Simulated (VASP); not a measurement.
Here is a VASP 6.6.1 calculation.

The input INCAR:

```
  PREC = Accurate
  ENCUT = 520
  EDIFF = 1E-7
  ISMEAR = 0
  SIGMA = 0.03
  LREAL = F
  LASPH = T
  NELM = 60
  ALGO = Normal
  ISIF = 2
  LWAVE = F
  LCHARG = T
  GGA = PE
  IVDW = 12
  LELF = T
  LVHAR = T
  NBANDS = 11
```

File KPOINTS:

```
Automatic mesh
0
Gamma
  6 6 8
```

Contents of POSCAR:

```
Sr
1.0
   11.3172588647      0.0000000000      0.0000000000
   -5.6586294324      9.8010336781      0.0000000000
    0.0000000000      0.0000000000      4.4211119100
Sr
1
Direct
    0.0000000000      0.0000000000      0.0000000000
```

Potentials or basis: VASP PAW PBE potentials, release 64 (Sr_sv).

Launch:

```sh
$ cat potpaw_PBE.64/Sr_sv/POTCAR > POTCAR
$ mpirun -np 1 vasp_std > vasp.out
```

Predict the band gap on the k mesh.

0.31 eV, indirect (least direct gap 0.32 eV).

What does it give for the pressure?

0.1 GPa.

What does it give for the dispersion energy per atom?

-0.090 eV.

Stress tensor (GPa, compression positive):
```
-0.01  0.00  0.00
 0.00 -0.01  0.00
 0.00  0.00  0.19
```

Caveat: the cell differs from its parent crystal (strain +0.030 along x and y, +0.000 along z). A k mesh can miss the band edges.
